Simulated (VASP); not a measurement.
Write the native input for VASP 6.6.1 that does the following.

```
Task                   : single point
Functional             : PBE
Potentials or basis    : VASP PAW PBE potentials, release 64 (Hf_pv)
Cutoff                 : 520 eV
k mesh                 : 18 × 18 × 10
Occupations            : gaussian, width 0.15 eV
Spin                   : no spin polarisation
Dipole correction      : no
Further INCAR settings : ALGO = Fast; EDIFF = 1e-06; NBANDS = 17
```

The structure of Hf lies in POSCAR:

```
Hf
1.0
    3.1966985242      0.0000000000      0.0000000000
   -1.5983492621      2.7684221302      0.0000000000
    0.0000000000      0.0000000000      4.2991300000
Hf
2
Direct
    0.3333333333      0.6666666667      0.2500000000
    0.6666666667      0.3333333333      0.7500000000
```

This cell differs from its parent crystal: strain -0.1500 x Voigt [0, 0, 1, 0, 0, 0].

One way to write it, as run:

INCAR

```
PREC = Accurate
ENCUT = 520
EDIFF = 1E-6
ISMEAR = 0
SIGMA = 0.15
LREAL = False
LASPH = True
NELM = 100
ALGO = Fast
ISIF = 2
LWAVE = False
LCHARG = True
GGA = PE
LELF = True
LVHAR = True
NBANDS = 17
```

KPOINTS

```
regular mesh
0
Gamma
  18 18 10
```

Potentials or basis: VASP PAW PBE potentials, release 64 (Hf_pv).

Launch:

```console
$ cat potpaw_PBE.64/Hf_pv/POTCAR > POTCAR
$ mpirun -np 1 vasp_std > vasp.out
```

Results of the run:

```
Pressure               : 25.4 GPa
Band gap on the k mesh : zero (bands 10 and 11 overlap by 1.39 eV)
```

Caveat: the cell differs from its parent crystal (strain -0.1500 x Voigt [0, 0, 1, 0, 0, 0]); the cell stands under pressure; spin-orbit coupling is left out, which moves the levels of the heavy elements.

Run time: 3.3 min on 1 thread of Intel(R) Xeon(R) Platinum 8259CL CPU @ 2.50GHz (Skylake/Cascade Lake), with other jobs on the host, peak memory 0.24 GiB.
